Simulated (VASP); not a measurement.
# Na2LiTi2 (I4/mmm) in VASP: single point with PBE

Aim: the single point of Na2LiTi2 with PBE.

Everything below comes from runs of VASP 6.6.1. Logs are shortened: lines on timing, memory, paths and dates and some standing lists are left out, and cuts for length are marked.

## 1. The cell of the first run

The structure is tetragonal, space group I4/mmm (No. 139). Conventional cell: a = 3.951 Å, b = 3.951 Å, c = 10.368 Å, α = 90.00°, β = 90.00°, γ = 90.00°. Na (site symmetry -4m2) has 4 Ti at 2.36 Å and 4 Na at 2.79 Å within 3.1 Å. Li (site symmetry 4/mmm) has 10 Ti at 3.08 to 3.88 Å and 8 Na at 3.26 Å and 4 Li at 3.95 Å within 4.1 Å. Ti (site symmetry 4mm) has 4 Na at 2.36 Å and 1 Ti at 2.61 Å and 4 Li at 3.08 Å within 3.1 Å.

## 2. Single point, PBE

Contents of INCAR:

```
SYSTEM = Na2LiTi2
  ALGO = Normal
  EDIFF = 1E-7
  ENCUT = 520
  GGA = PE
  ISIF = 2
  ISMEAR = 0
  LASPH = .True.
  LCHARG = .False.
  LREAL = .False.
  LWAVE = .False.
  NBANDS = 28
  NELM = 100
  PREC = Accurate
  SIGMA = 0.1
```

Contents of KPOINTS:

```
k-points
0
Gamma
  6 6 6
  0 0 0
```

Contents of POSCAR:

```
Na2LiTi2
1.0
   -1.9757168823      1.9757168823      5.1838116219
    1.9757168823     -1.9757168823      5.1838116219
    1.9757168823      1.9757168823     -5.1838116219
Na Li Ti
2 1 2
Direct
    0.2500000000      0.7500000000      0.5000000000
    0.7500000000      0.2500000000      0.5000000000
    0.0000000000      0.0000000000      0.0000000000
    0.6260000000      0.6260000000      0.0000000000
    0.3740000000      0.3740000000      0.0000000000
```

Potentials or basis: VASP PAW PBE potentials, release 64 (Na_pv, Li_sv, Ti_sv).

Launch:

```bash
cat potpaw_PBE.64/Na_pv/POTCAR potpaw_PBE.64/Li_sv/POTCAR potpaw_PBE.64/Ti_sv/POTCAR > POTCAR
mpirun -np 1 vasp_std > vasp.out
```

OUTCAR:

```text
SYSTEM = Na2LiTi2
   EDIFF = 1E-7
   ENCUT = 520
   GGA = PE
   ISIF = 2
   ISMEAR = 0
   LASPH = .True.
   LREAL = .False.
   NELM = 100
   PREC = Accurate

 ion  position               nearest neighbor table
   1  0.250  0.750  0.500-   5 2.36   4 2.36   5 2.36   4 2.36
   2  0.750  0.250  0.500-   5 2.36   4 2.36   5 2.36   4 2.36
   3  0.000  0.000  0.000-
   4  0.626  0.626  0.000-   1 2.36   2 2.36   1 2.36   2 2.36   5 2.61
   5  0.374  0.374  0.000-   1 2.36   2 2.36   1 2.36   2 2.36   4 2.61

  LATTYP: Found a body centered tetragonal cell.
 ALAT       =     3.9514337646
 C/A-ratio  =     2.6237623762

  Lattice vectors:

 A1 = (  -1.9757168823,   1.9757168823,   5.1838116219)
 A2 = (   1.9757168823,  -1.9757168823,   5.1838116219)
 A3 = (   1.9757168823,   1.9757168823,  -5.1838116219)

Analysis of symmetry for initial positions (statically):
=====================================================================
 Subroutine PRICEL returns:
 Original cell was already a primitive cell.

 Routine SETGRP: Setting up the symmetry group for a
 body centered tetragonal supercell.

 Subroutine GETGRP returns: Found 16 space group operations
 (whereof 16 operations were pure point group operations)
 out of a pool of 16 trial point group operations.

The static configuration has the point symmetry D_4h.

Analysis of symmetry for dynamics (positions and initial velocities):
=====================================================================
 Subroutine PRICEL returns:
 Original cell was already a primitive cell.

 Routine SETGRP: Setting up the symmetry group for a
 body centered tetragonal supercell.

 Subroutine GETGRP returns: Found 16 space group operations
 (whereof 16 operations were pure point group operations)
 out of a pool of 16 trial point group operations.

The dynamic configuration has the point symmetry D_4h.

 Subroutine INISYM returns: Found 16 space group operations
 (whereof 16 operations are pure point group operations),
 and found     1 'primitive' translations

----------------------------------------------------------------------------------------

                                     Primitive cell

  volume of cell :      80.9391

  direct lattice vectors                    reciprocal lattice vectors
    -1.975716882  1.975716882  5.183811622     0.000000000  0.253072697  0.096454122
     1.975716882 -1.975716882  5.183811622     0.253072697  0.000000000  0.096454122
     1.975716882  1.975716882 -5.183811622     0.253072697  0.253072697  0.000000000

  length of vectors
     5.888872331  5.888872331  5.888872331     0.270830552  0.270830552  0.357898840

  position of ions in fractional coordinates (direct lattice)
     0.250000000  0.750000000  0.500000000
     0.750000000  0.250000000  0.500000000
     0.000000000  0.000000000  0.000000000
     0.626000000  0.626000000  0.000000000
     0.374000000  0.374000000  0.000000000

  ion indices of the primitive-cell ions
   primitive index   ion index
                 1           1
                 2           2
                 3           3
                 4           4
                 5           5

----------------------------------------------------------------------------------------

 KPOINTS: k-points

Automatic generation of k-mesh.
 Grid dimensions read from file:
 generate k-points for:    6    6    6

 Generating k-lattice:

  Cartesian coordinates                     Fractional coordinates (reciprocal lattice)
     0.000000000  0.042178783  0.016075687     0.166666667  0.000000000 -0.000000000
     0.042178783  0.000000000  0.016075687     0.000000000  0.166666667 -0.000000000
     0.042178783  0.042178783  0.000000000     0.000000000  0.000000000  0.166666667

  Length of vectors
     0.045138425  0.045138425  0.059649807

  Shift w.r.t. Gamma in fractional coordinates (k-lattice)
     0.000000000  0.000000000  0.000000000

 Subroutine IBZKPT returns following result:
 ===========================================

 Found     30 irreducible k-points:

 Following reciprocal coordinates:
            Coordinates               Weight
  0.000000  0.000000  0.000000      1.000000
  0.166667  0.000000 -0.000000      8.000000
  0.333333  0.000000  0.000000      8.000000
  0.500000  0.000000  0.000000      4.000000
  0.166667  0.166667 -0.000000      8.000000
  0.333333  0.166667  0.000000     16.000000
[... 16 lines left out ...]
 -0.333333 -0.333333  0.166667      8.000000
 -0.166667 -0.333333  0.166667      8.000000
 [... further k-points ...]
   k-points           NKPTS =     30   k-points in BZ     NKDIM =     30   number of bands    NBANDS=     28
   number of dos      NEDOS =    301   number of ions     NIONS =      5
   total plane-waves  NPLWV = 110592
   dimension x,y,z NGX =    48 NGY =   48 NGZ =   48
   dimension x,y,z NGXF=    96 NGYF=   96 NGZF=   96
   ions per type =               2   1   2
   NGX,Y,Z   is equivalent  to a cutoff of  13.55, 13.55, 13.55 a.u.
   NGXF,Y,Z  is equivalent  to a cutoff of  27.10, 27.10, 27.10 a.u.
 SYSTEM =  Na2LiTi2
   PREC   = accura    normal or accurate (medium, high low for compatibility)
   ISTART =      0    job   : 0-new  1-cont  2-samecut
   ICHARG =      2    charge: 1-file 2-atom 10-const
   ISPIN  =      1    spin polarized calculation?
   LNONCOLLINEAR =      F non collinear calculations
   LSORBIT =      F    spin-orbit coupling
   LASPH  =      T    aspherical Exc in radial PAW
   ENCUT  =  520.0 eV  38.22 Ry    6.18 a.u.  10.95 10.95 10.95*2*pi/ulx,y,z
   NELM   =    100;   NELMIN=  2; NELMDL= -5     # of ELM steps
   EDIFF  = 0.1E-06   stopping-criterion for ELM
   LREAL  =      F    real-space projection
   EDIFFG = 0.1E-05   stopping-criterion for IOM
   NSW    =      0    number of steps for IOM
   IBRION =     -1    ionic relax: 0-MD 1-quasi-New 2-CG
   NFREE  =      0    steps in history (QN), initial steepest desc. (CG)
   ISIF   =      2    stress and relaxation
   ISYM   =      2    0-nonsym 1-usesym 2-fastsym
   POTIM  = 0.5000    time-step for ionic-motion
   TEBEG  =    0.0;   TEEND  =   0.0 temperature during run
   PSTRESS=    0.0 pullay stress
   NELECT =      41.0000    total number of electrons
   NUPDOWN=      -1.0000    fix difference up-down
   EMIN   =  10.00;   EMAX   =-10.00  energy-range for DOS
   EFERMI =   0.00;   METHOD = LEGACY
   ISMEAR =     0;   SIGMA  =   0.10  broadening in eV -4-tet -1-fermi 0-gaus
   EFERMI_NEDOS =   21; number of points for ismear=-14 and -15
   IALGO  =     38    algorithm
   IMIX   =      4    mixing-type and parameters
     AMIX     =   0.40;   BMIX     =  1.00
     AMIX_MAG =   1.60;   BMIX_MAG =  1.00
  volume/ion in A,a.u.               =      16.19       109.24
  Fermi-wavevector in a.u.,A,eV,Ry     =   1.305018  2.466127 23.171709  1.703073
  Thomas-Fermi vector in A             =   2.435915
   LORBIT       =      0    0 simple, 1 ext, 2 COOP (PROOUT), +10 PAW based schemes
   GGA     = PE    functional components
   LHFCALC =     F    Hartree Fock is set to
   AEXX    =    0.0000 exact exchange contribution
   IVDW    =     0    specifies the selected vdW correction
   LEPSILON=     F    determine dielectric tensor
   LRPA    =     F    only Hartree local field effects (RPA)
 non-spin polarized calculation
 Gauss-broadening in eV      SIGMA  =   0.10
  energy-cutoff  :      520.00
  volume of cell :       80.94
 maximum number of plane-waves:      2220
 NGX is ok and might be reduce to    48
   NGX = 21   NGY = 21   NGZ = 21

 number of electron      41.0000010 magnetization

 Free energy of the ion-electron system (eV)
  ---------------------------------------------------
  ext. energy  EPLUGINS =         0.00000000
  ---------------------------------------------------
  free energy    TOTEN  =        -9.47627531 eV

  energy without entropy =       -9.43102312  energy(sigma->0) =       -9.45364922

 E-fermi :   5.1793     XC(G=0):  -9.9430

 val. band max:        5.1785584700   @ k =   0.1667   0.1667  -0.0000
 cond. band min:       5.1880043238   @ k =  -0.1667  -0.3333   0.1667
 fundamental gap:      0.0094458538
 Fermi energy:         5.1793090772

 k-point     1 :       0.0000    0.0000    0.0000
  band No.  band energies     occupation
      1     -51.6909      2.00000
      2     -51.6283      2.00000
      3     -39.8795      2.00000
      4     -28.1300      2.00000
      5     -28.0876      2.00000
      6     -28.0876      2.00000
[... 20 lines left out ...]
     27       6.5094      0.00000
     28       9.0333      0.00000

 k-point     2 :       0.1667    0.0000   -0.0000
  band No.  band energies     occupation
      1     -51.6910      2.00000
      2     -51.6283      2.00000
      3     -39.8795      2.00000
      4     -28.1317      2.00000
      5     -28.0923      2.00000
      6     -28.0913      2.00000
[... 20 lines left out ...]
     27       6.5804      0.00000
     28       9.1357      0.00000

 k-point     3 :       0.3333    0.0000    0.0000
  band No.  band energies     occupation
      1     -51.6912      2.00000
      2     -51.6283      2.00000
      3     -39.8794      2.00000
      4     -28.1350      2.00000
      5     -28.0999      2.00000
      6     -28.0964      2.00000
[... 20 lines left out ...]
     27       6.7270      0.00000
     28       7.8962      0.00000

 k-point     4 :       0.5000    0.0000    0.0000
  band No.  band energies     occupation
      1     -51.6913      2.00000
      2     -51.6283      2.00000
      3     -39.8793      2.00000
      4     -28.1363      2.00000
      5     -28.1036      2.00000
      6     -28.0984      2.00000
[... 20 lines left out ...]
     27       6.7926      0.00000
     28       7.0288      0.00000

 k-point     5 :       0.1667    0.1667   -0.0000
  band No.  band energies     occupation
      1     -51.6911      2.00000
      2     -51.6283      2.00000
      3     -39.8795      2.00000
      4     -28.1338      2.00000
      5     -28.0979      2.00000
      6     -28.0963      2.00000
[... 20 lines left out ...]
     27       6.7919      0.00000
     28       9.0579      0.00000

 k-point     6 :       0.3333    0.1667    0.0000
  band No.  band energies     occupation
      1     -51.6913      2.00000
      2     -51.6283      2.00000
      3     -39.8793      2.00000
      4     -28.1381      2.00000
      5     -28.1021      2.00000
      6     -28.0995      2.00000
[... 463 lines left out ...]
      5     -28.1046      2.00000
      6     -28.1027      2.00000
[... 20 lines left out ...]
     27       7.0417      0.00000
     28       7.2959      0.00000

 k-point    22 :      -0.1667    0.5000    0.1667
  band No.  band energies     occupation
      1     -51.6913      2.00000
      2     -51.6282      2.00000
      3     -39.8794      2.00000
      4     -28.1353      2.00000
      5     -28.1041      2.00000
      6     -28.1027      2.00000
[... 20 lines left out ...]
     27       6.8904      0.00000
     28       7.4141      0.00000

 k-point    23 :      -0.3333   -0.3333    0.1667
  band No.  band energies     occupation
      1     -51.6913      2.00000
      2     -51.6281      2.00000
      3     -39.8795      2.00000
      4     -28.1340      2.00000
      5     -28.1053      2.00000
      6     -28.1042      2.00000
[... 20 lines left out ...]
     27       6.9861      0.00000
     28       8.4571      0.00000

 k-point    24 :      -0.1667   -0.3333    0.1667
  band No.  band energies     occupation
      1     -51.6911      2.00000
      2     -51.6281      2.00000
      3     -39.8795      2.00000
      4     -28.1303      2.00000
      5     -28.1024      2.00000
      6     -28.1023      2.00000
[... 20 lines left out ...]
     27       6.7438      0.00000
     28       8.5504      0.00000

 [... further k-points ...]
[... 5 lines left out ...]
  --------------------------------------------------------------------------------------
  -------------------------------------------------------------------------------------
  Total       15.3588623     15.3588623      7.3450418      0.0000000      0.0000000      0.0000000
  in kB      304.0261955    304.0261955    145.3939154      0.0000000      0.0000000      0.0000000
  external PRESSURE =     251.1487688 kB  Pullay stress =       0.0000000 kB

 VOLUME and BASIS-vectors are now :
 -----------------------------------------------------------------------------
  energy-cutoff  :      520.00
  volume of cell :       80.94
      direct lattice vectors                 reciprocal lattice vectors
    -1.975716882  1.975716882  5.183811622     0.000000000  0.253072697  0.096454122
     1.975716882 -1.975716882  5.183811622     0.253072697  0.000000000  0.096454122
     1.975716882  1.975716882 -5.183811622     0.253072697  0.253072697  0.000000000

 POSITION                                       TOTAL-FORCE (eV/Angst)
 -----------------------------------------------------------------------------------
      1.97572      0.00000      2.59191         0.000000      0.000000     -0.000000
      0.00000      1.97572      2.59191         0.000000      0.000000     -0.000000
      0.00000      0.00000      0.00000         0.000000      0.000000     -0.000000
      0.00000      0.00000      6.49013        -0.000000     -0.000000     -5.412411
      0.00000      0.00000      3.87749         0.000000      0.000000      5.412411
 -----------------------------------------------------------------------------------
    total drift:                                0.000000     -0.000000      0.000000

  FREE ENERGIE OF THE ION-ELECTRON SYSTEM (eV)
  ---------------------------------------------------
  free  energy   TOTEN  =        -9.4762753086 eV

  energy  without entropy=       -9.4310231220  energy(sigma->0) =       -9.45364922
```

Run time: 2.9 min. Hardware: 1 thread of AMD EPYC 9R45 (Zen 5), shared host; peak memory 0.31 GiB.

What came out:

```yaml
Free_energy: -9.4763 eV
Largest_force: 5.412 eV/Å
```

Forces in eV/Å, atoms in the order of the input:
```
Na   0.000  0.000  0.000
Na   0.000  0.000  0.000
Li   0.000  0.000  0.000
Ti   0.000  0.000 -5.412
Ti   0.000  0.000  5.412
```

Levels at points of the mesh, in eV from the Fermi level:
```
           k point  band 17  band 18  band 19  band 20  band 21  band 22  band 23  band 24  band 25  band 26
(0.00, 0.00, 0.00)    -1.42    -0.14    -0.14     0.13     0.30     0.30     0.48     0.93     0.97     0.97
(0.50, 0.00, 0.00)    -1.96    -1.11    -0.80    -0.03     0.05     0.32     0.33     0.80     1.26     1.61
(0.50, 0.50, 0.00)    -1.22    -1.03    -1.03    -0.26    -0.21    -0.09     1.22     1.45     1.88     1.89
(0.50, 0.50, 0.50)    -3.24    -0.78    -0.58    -0.09    -0.09     0.60     0.75     1.01     1.21     1.94
```

Caveat: the k points lie up to 0.37 Å⁻¹ apart; the cutoff is under 1.25 times the usual one of these potentials, so pressure, stress and relaxed cells hold a basis-set (Pulay) error; forces of over 1 eV/Å act on the atoms, so gaps and moduli don't describe the material at rest.
